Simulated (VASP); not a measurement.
Here is a VASP 6.6.1 calculation.

File INCAR:

```
PREC     = Accurate       # precision mode
ENCUT    = 600            # plane-wave cutoff, eV
EDIFF    = 1E-6           # SCF threshold, eV
ISMEAR   = 0              # smearing method
SIGMA    = 0.1            # smearing width, eV
LREAL    = False          # projectors in reciprocal space
LASPH    = True           # aspherical terms in the spheres
NELM     = 200            # most SCF steps
ALGO     = Normal         # electronic algorithm
ISIF     = 2              # what is computed and relaxed
LWAVE    = False          # write WAVECAR
LCHARG   = True           # write CHGCAR
ISPIN    = 2              # spin polarisation
MAGMOM   = 0 1 -1 -1 0 0 0 0 0 0 0 0 # initial moments
LORBIT   = 11             # projections on sites
LMAXMIX  = 4              # l up to which the mixer works
GGA      = PE             # functional
LELF     = True           # ELF
LVHAR    = True         
NBANDS   = 63             # bands
GGA_COMPAT= False
```

KPOINTS

```
Automatic mesh
0
Gamma
  4 4 4
```

Contents of POSCAR:

```
HfTi3O8
1.0
    5.1291587000      0.0000000000      0.0000000000
    0.0000000000      5.1291587000      0.0000000000
    0.0000000000      0.0000000000      5.1291587000
Hf Ti O
1 3 8
Direct
    0.5000000000      0.5000000000      0.5000000000
    0.5000000000      0.0000000000      0.0000000000
    0.0000000000      0.0000000000      0.5000000000
    0.0000000000      0.5000000000      0.0000000000
    0.7500000000      0.2500000000      0.2500000000
    0.2500000000      0.2500000000      0.7500000000
    0.7500000000      0.7500000000      0.7500000000
    0.2500000000      0.7500000000      0.2500000000
    0.2500000000      0.7500000000      0.7500000000
    0.7500000000      0.7500000000      0.2500000000
    0.2500000000      0.2500000000      0.2500000000
    0.7500000000      0.2500000000      0.7500000000
```

Potentials or basis: VASP PAW PBE potentials, release 64 (Hf_pv, Ti_sv, O).

Command:

```console
$ cat potpaw_PBE.64/Hf_pv/POTCAR potpaw_PBE.64/Ti_sv/POTCAR potpaw_PBE.64/O/POTCAR > POTCAR
$ mpirun -np 1 vasp_std > vasp.out
```

Task: Predict the net moment.

Result: 0.00 μB per cell.

Task: Estimate the band gap on the k mesh.

Result: 1.00 eV.

Task: Predict the pressure.

Result: -24.6 GPa.

Caveat: the cell stands under tension; spin-orbit coupling is left out, which moves the levels of the heavy elements. A k mesh can miss the band edges.
